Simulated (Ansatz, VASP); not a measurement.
# MgO: VASP beside Ansatz

```
CELL_PARAMETERS angstrom
4.25385 0.00000 0.00000
0.00000 -4.25385 0.00000
0.00000 0.00000 -4.25385
ATOMIC_POSITIONS crystal
Mg 0.00000 0.00000 0.00000
Mg 0.50000 0.50000 0.00000
Mg 0.50000 0.00000 0.50000
Mg 0.00000 0.50000 0.50000
O 0.48825 0.00000 0.00000
O 0.00000 0.50000 0.00000
O 0.00000 0.00000 0.50000
O 0.50000 0.50000 0.50000
```

Alike in both runs: task single point; functional PBE; k mesh 6 × 6 × 6; occupations gaussian, width 0.05 eV; no spin polarisation.

|  | VASP | Ansatz |
| --- | --- | --- |
| version | VASP 6.6.1 | Ansatz 0.2.0 |
| potentials or method | VASP PAW PBE potentials, release 64 (Mg, O), cutoff 520 eV | scalar-relativistic, plane waves, PAW |
| valence electrons in the cell | 32 | 64 |

VASP gave:

```
gap on the k mesh at the Fermi level (eV)                     : 4.44
least direct gap on the mesh (eV)                             : 4.44
pressure (GPa)                                                : -0.7
traceless stress, the component that is largest in VASP (GPa) : 0.12
rms of the force components (eV/Å)                            : 0.117
```

Problem. What did Ansatz give for the same quantities?

Solution. gap on the k mesh at the Fermi level (eV): 4.46; least direct gap on the mesh (eV): 4.46; pressure (GPa): 0.1; traceless stress, the component that is largest in VASP (GPa): 0.12; rms of the force components (eV/Å): 0.115.

Atom by atom the forces differ by 0.002 eV/Å (rms over components). The functional is the same, so the differences come from potentials, cutoffs and numerics. VASP's potentials hold 32 valence electrons a cell and Ansatz's 64, so a difference there can come from the potentials and not from the codes.
